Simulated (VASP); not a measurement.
BaSr: single point with LDA

BaSr:

```
Sr Ba
1.0
     4.73130    0.00000    0.00000
     0.00000    4.73130    0.00000
     0.00000    0.00000    4.73130
Sr Ba
1 1
Direct
  0.00000 0.00000 0.00000
  0.50000 0.50000 0.50000
```

```json
{
 "Program": "VASP 6.6.1",
 "Task": "single point",
 "Functional": "LDA",
 "Potentials or basis": "VASP PAW LDA potentials, release 64 (Sr_sv, Ba_sv)",
 "Cutoff": "520 eV",
 "k mesh": "5 × 5 × 5",
 "Occupations": "methfessel-paxton, width 0.05 eV",
 "Spin": "no spin polarisation"
}
```

```
Pressure               : -0.2 GPa
Band gap on the k mesh : zero (band 10 reaches 1.89 eV, above the bottom of band 11 at 1.28 eV)
```

Levels at points of the mesh, in eV from the Fermi level:
| k point | band 6 | band 7 | band 8 | band 9 | band 10 | band 11 | band 12 | band 13 | band 14 | band 15 |
| --- | --- | --- | --- | --- | --- | --- | --- | --- | --- | --- |
| (0.00, 0.00, 0.00) | -13.69 | -13.69 | -13.69 | -3.26 | -0.47 | -0.47 | 2.18 | 2.18 | 2.18 | 3.74 |

It took 8.5 s on 1 thread of Intel(R) Xeon(R) 6975P-C (Granite Rapids) (shared host), peak memory 0.18 GiB.

Caveat: spin-orbit coupling is left out, which moves the levels of the heavy elements.
